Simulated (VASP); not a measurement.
Here is a VASP 6.6.1 calculation.

INCAR

```
PREC     = Accurate       # precision mode
ENCUT    = 520            # plane-wave cutoff, eV
EDIFF    = 1E-7           # SCF threshold, eV
ISMEAR   = 0              # smearing method
SIGMA    = 0.02           # smearing width, eV
LREAL    = False          # projectors in reciprocal space
LASPH    = True           # aspherical terms in the spheres
NELM     = 100            # most SCF steps
ALGO     = Normal         # electronic algorithm
ISIF     = 2              # what is computed and relaxed
LWAVE    = False          # write WAVECAR
LCHARG   = False          # write CHGCAR
METAGGA  = R2SCAN         # meta-GGA
LMIXTAU  = True         
LUSE_VDW = True         
IVDW_NL  = 2            
BPARAM   = 11.95        
CPARAM   = 0.0093       
KPAR     = 4
```

The input KPOINTS:

```
Automatic mesh
0
Gamma
  10 10 10
```

POSCAR

```
SrO                                     
1.0
    0.0000000000      2.5754250918      2.5754250918
    2.5754250918      0.0000000000      2.5754250918
    2.5754250918      2.5754250918      0.0000000000
  Sr              O             
     1     1
Direct
     0.0000000000000000    0.0000000000000000    0.0000000000000000
     0.5000000000000000    0.5000000000000000    0.5000000000000000
```

The input KPOINTS_OPT:

```
path GXWKGLUWLK,UX
20
line-mode
reciprocal
 0.0000000000  0.0000000000  0.0000000000  G
 0.5000000000  0.0000000000  0.5000000000  X

 0.5000000000  0.0000000000  0.5000000000  X
 0.5000000000  0.2500000000  0.7500000000  W

 0.5000000000  0.2500000000  0.7500000000  W
 0.3750000000  0.3750000000  0.7500000000  K

 0.3750000000  0.3750000000  0.7500000000  K
 0.0000000000  0.0000000000  0.0000000000  G

 0.0000000000  0.0000000000  0.0000000000  G
 0.5000000000  0.5000000000  0.5000000000  L

 0.5000000000  0.5000000000  0.5000000000  L
 0.6250000000  0.2500000000  0.6250000000  U

 0.6250000000  0.2500000000  0.6250000000  U
 0.5000000000  0.2500000000  0.7500000000  W

 0.5000000000  0.2500000000  0.7500000000  W
 0.5000000000  0.5000000000  0.5000000000  L

 0.5000000000  0.5000000000  0.5000000000  L
 0.3750000000  0.3750000000  0.7500000000  K

 0.6250000000  0.2500000000  0.6250000000  U
 0.5000000000  0.0000000000  0.5000000000  X
```

Potentials or basis: VASP PAW PBE potentials, release 64 (Sr_sv, O).

The run is started by

```bash
$ cat potpaw_PBE.64/Sr_sv/POTCAR potpaw_PBE.64/O/POTCAR > POTCAR
$ mpirun -np 4 vasp_std > vasp.out
```

Problem. Predict the pressure.

Solution. 0.1 GPa.

Problem. What does it give for the band gap on the k mesh?

Solution. 3.70 eV (least direct gap 3.79 eV).

Problem. Estimate the band gap along the path.

Solution. 3.70 eV (least direct gap 3.79 eV).

Levels at the corners of the path, in eV from the valence-band top:
```
point  band 5  band 6  band 7  band 8  band 9  band 10  band 11  band 12
    Γ  -14.48    0.00    0.00    0.00    4.55     6.75     6.75     6.75
    X  -14.84   -0.44   -0.09   -0.09    3.70     8.47    10.90    11.00
    X  -14.84   -0.44   -0.09   -0.09    3.70     8.47    10.90    11.00
    W  -14.03   -1.11   -0.44   -0.44    6.50     6.50     9.28    11.71
    W  -14.03   -1.11   -0.44   -0.44    6.50     6.50     9.28    11.70
    K  -14.21   -0.93   -0.57   -0.48    5.24     8.44     9.40    10.75
    K  -14.21   -0.93   -0.57   -0.48    5.24     8.44     9.40    10.75
    Γ  -14.48    0.00    0.00    0.00    4.55     6.75     6.75     6.75
    Γ  -14.48    0.00    0.00    0.00    4.55     6.75     6.75     6.75
    L  -13.48   -2.12   -1.12   -1.12    7.06     8.96     9.45     9.45
    L  -13.48   -2.12   -1.12   -1.12    7.06     8.96     9.45     9.45
    U  -14.21   -0.93   -0.57   -0.48    5.24     8.44     9.40    10.75
    U  -14.21   -0.93   -0.57   -0.48    5.24     8.44     9.40    10.75
    W  -14.03   -1.11   -0.44   -0.44    6.50     6.50     9.28    11.70
    W  -14.03   -1.11   -0.44   -0.44    6.50     6.50     9.28    11.70
    L  -13.48   -2.12   -1.12   -1.12    7.06     8.96     9.45     9.45
    L  -13.48   -2.12   -1.12   -1.12    7.06     8.96     9.45     9.45
    K  -14.21   -0.93   -0.57   -0.48    5.24     8.44     9.40    10.75
    U  -14.21   -0.93   -0.57   -0.48    5.24     8.44     9.40    10.75
    X  -14.84   -0.44   -0.09   -0.09    3.70     8.47    10.90    11.00
```

Caveat: the PAW data sets were made with another functional, which shifts forces and pressure a little.
